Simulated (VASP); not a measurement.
Here is a VASP 6.6.1 calculation.

The input INCAR:

```
SYSTEM = Pt
PREC     = Accurate       ! precision mode
ENCUT    = 520            ! plane-wave cutoff, eV
EDIFF    = 1E-6           ! SCF threshold, eV
ISMEAR   = 0              ! smearing method
SIGMA    = 0.15           ! smearing width, eV
LREAL    = .False.        ! projectors in reciprocal space
LASPH    = .True.         ! aspherical terms in the spheres
NELM     = 60             ! most SCF steps
ALGO     = Normal         ! electronic algorithm
ISIF     = 2              ! what is computed and relaxed
LWAVE    = .False.        ! write WAVECAR
LCHARG   = .False.        ! write CHGCAR
GGA      = PE             ! functional
NBANDS   = 17             ! bands
```

The input KPOINTS:

```
regular mesh
0
Gamma
  18 18 10
  0 0 0
```

The input POSCAR:

```
Pt
1.0
    2.6620000000      0.0000000000      0.0000000000
   -1.3310000000      2.3053596249      0.0000000000
    0.0000000000      0.0000000000      4.5423000000
Pt
2
Direct
    0.6666666667      0.3333333333      0.7500000000
    0.3333333333      0.6666666667      0.2500000000
```

Potentials or basis: VASP PAW PBE potentials, release 64 (Pt).

Command:

```console
$ cat potpaw_PBE.64/Pt/POTCAR > POTCAR
$ mpirun -np 1 vasp_std > vasp.out
```

Task: Predict the pressure.

Result: 40.7 GPa.

Task: Estimate the band gap on the k mesh.

Result: Zero (band 10 reaches 13.40 eV, above the bottom of band 11 at 11.83 eV).

Stress tensor (GPa, compression positive):
```
40.84  0.00  0.00
 0.00 40.84  0.00
 0.00  0.00 40.43
```

Caveat: spin-orbit coupling is left out, which moves the levels of the heavy elements.
